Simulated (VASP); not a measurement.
Write the native input for VASP 6.6.1 that does the following.

```yaml
Task: single point
Functional: r2SCAN
Potentials_or_basis: VASP PAW PBE potentials, release 64 (Si)
Cutoff: 520 eV
k_mesh: 10 × 10 × 10
Occupations: gaussian, width 0.05 eV
Spin: no spin polarisation
Dipole_correction: no
Further_INCAR_settings: ALGO = Normal; EDIFF = 1e-06; NBANDS = 16
```

Crystal: Si.

```
CELL_PARAMETERS angstrom
-3.32733 3.32733 1.95071
3.32733 -3.32733 1.95071
3.32733 3.32733 -1.95071
ATOMIC_POSITIONS crystal
Si 0.17875 0.17875 0.35751
Si 0.82125 0.82125 0.64249
Si 0.17875 0.82125 0.00000
Si 0.82125 0.17875 0.00000
```

This cell differs from its parent crystal: strain +0.000 along x and y, +0.015 along z.

One way to write it, as run:

POSCAR

```
Si
1.0
   -3.3273296544      3.3273296544      1.9507087293
    3.3273296544     -3.3273296544      1.9507087293
    3.3273296544      3.3273296544     -1.9507087293
Si
4
Direct
    0.1787531995      0.1787531995      0.3575063991
    0.8212468005      0.8212468005      0.6424936010
    0.1787531995      0.8212468005      0.0000000000
    0.8212468005      0.1787531995      0.0000000000
```

INCAR.step1

```
SYSTEM = Si
PREC = Accurate
ENCUT = 520
ISMEAR = 0
SIGMA = 0.05
LREAL = .False.
LASPH = .True.
NELM = 100
NBANDS = 16
GGA = PE
ALGO = Normal
EDIFF = 1E-4
LWAVE = .True.
LCHARG = .False.
```

INCAR.step2

```
SYSTEM = Si
PREC = Accurate
ENCUT = 520
EDIFF = 1E-6
ISMEAR = 0
SIGMA = 0.05
LREAL = .False.
LASPH = .True.
NELM = 100
ALGO = Normal
ISIF = 2
LWAVE = .False.
LCHARG = .False.
METAGGA = R2SCAN
LMIXTAU = .True.
NBANDS = 16
ISTART = 1
```

KPOINTS

```
Automatic mesh
0
Gamma
  10 10 10
  0 0 0
```

Potentials or basis: VASP PAW PBE potentials, release 64 (Si).

The run is started by

```console
$ cat potpaw_PBE.64/Si/POTCAR > POTCAR
$ cp INCAR.step1 INCAR
$ mpirun -np 1 vasp_std > vasp.out
$ cp INCAR.step2 INCAR
$ mpirun -np 1 vasp_std > vasp.out
```

Results of the run:

```yaml
Pressure: -1.5 GPa
Largest_force: 0.136 eV/Å
Band_gap_on_the_k_mesh: 0.43 eV
```

Caveat: the cell differs from its parent crystal (strain +0.000 along x and y, +0.015 along z); semilocal functionals underestimate gaps, and a narrow one can read as zero; the PAW data sets were made with another functional, which shifts forces and pressure a little.

Run time: 26 min on 1 thread of Intel Xeon 8259CL, on a shared host, peak memory 0.3 GiB.
